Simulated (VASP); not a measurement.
The system is LaInPt4.

```
La In Pt
1.0
     0.00000    3.85123    3.85123
     3.85123    0.00000    3.85123
     3.85123    3.85123    0.00000
La In Pt
1 1 4
Cartesian
  0.0000 0.0000 0.0000
  1.9256 1.9256 1.9256
  2.8940 4.8085 2.8940
  2.8940 2.8940 4.8085
  4.8085 4.8085 4.8085
  4.8085 2.8940 2.8940
```

```yaml
Program: VASP 6.6.1
Task: relaxation of cell and atoms
Functional: PBEsol
Potentials_or_basis: VASP PAW PBE potentials, release 64 (La, In_d, Pt)
Cutoff: 600 eV
k_mesh: 7 × 7 × 7
Occupations: fermi-dirac, width 0.05 eV
Spin: no spin polarisation
```

At the start: pressure -4.2 GPa; volume 19.04 Å³/atom.

**Question.** How do energy, volume and symmetry change on relaxing?

**Answer.** Over 6 steps the energy falls by 6.7 meV/atom and the volume is 18.55 Å³/atom (-2.6 %); space group F-43m (No. 216, to 0.05 Å).

The path:
| step | energy change (eV) | largest force (eV/Å) | pressure (GPa) | volume (Å³) |
| --- | --- | --- | --- | --- |
| 1 | 0.0000 | 0.0069 | -4.24 | 114.24 |
| 2 | 0.1053 | 0.0403 | 9.41 | 106.11 |
| 3 | -0.0399 | 0.0177 | -0.06 | 111.35 |
| 4 | -0.0399 | 0.0180 | 0.03 | 111.29 |
| 5 | -0.0400 | 0.0121 | 0.02 | 111.29 |
| 6 | -0.0400 | 0.0026 | 0.03 | 111.29 |

Final structure:
```
La In Pt
1.0
     0.00000    3.81774    3.81774
     3.81774    0.00000    3.81774
     3.81774    3.81774    0.00000
La In Pt
1 1 4
Direct
  0.00000 0.00000 0.00000
  0.25000 0.25000 0.25000
  0.62432 0.12704 0.62432
  0.62432 0.62432 0.12704
  0.62432 0.62432 0.62432
  0.12704 0.62432 0.62432
```

Caveat: the PAW data sets were made with another functional, which shifts forces and pressure a little.
